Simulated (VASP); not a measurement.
Runs of VASP 6.6.1 on Ir. The structure is that of space group Fm-3m (No. 225), or close to it. The cells are those of the table. 

```csv
task,cell,k mesh,cutoff (eV),gap on the mesh (eV),pressure (GPa)
single point,"a = 2.709 Å, angles 60.0°, 1 atom",8 × 8 × 8,550,none,(a)
single point,"a = 2.806 Å, angles 60.0°, 1 atom",18 × 18 × 18,520,none,(b)
single point,"a = 2.709 Å, angles 60.0°, 1 atom",18 × 18 × 18,520,none,6.6
single point,"a = 2.691 Å, angles 60.0°, 1 atom",18 × 18 × 18,520,none,15.4
relaxation of cell and atoms,"relaxed from a = 2.709 Å, angles 60.0°, 1 atom",18 × 18 × 18,600,none,0.0
single point,"a = 2.605 Å, angles 60.0°, 1 atom",18 × 18 × 18,520,none,71.5
single point,"a = 2.745 Å, angles 60.0°, 1 atom",18 × 18 × 18,520,none,-8.2
single point,"a = 2.718 Å, angles 60.0°, 1 atom",18 × 18 × 18,520,none,2.5
```

Alike in all rows: level r2SCAN; potentials or basis VASP PAW PBE potentials, release 64 (Ir); no spin polarisation; smearing gaussian 0.1 eV.

Fill in the values left out.

(a) 8.1; (b) -26.7.

Caveats: the PAW data sets were made with another functional, which shifts forces and pressure a little; spin-orbit coupling is left out, which moves the levels of the heavy elements.

A k mesh can miss the band edges, and the runs leave out spin-orbit coupling on Ir.

A gap of «none» marks levels without a gap at the run's occupations.
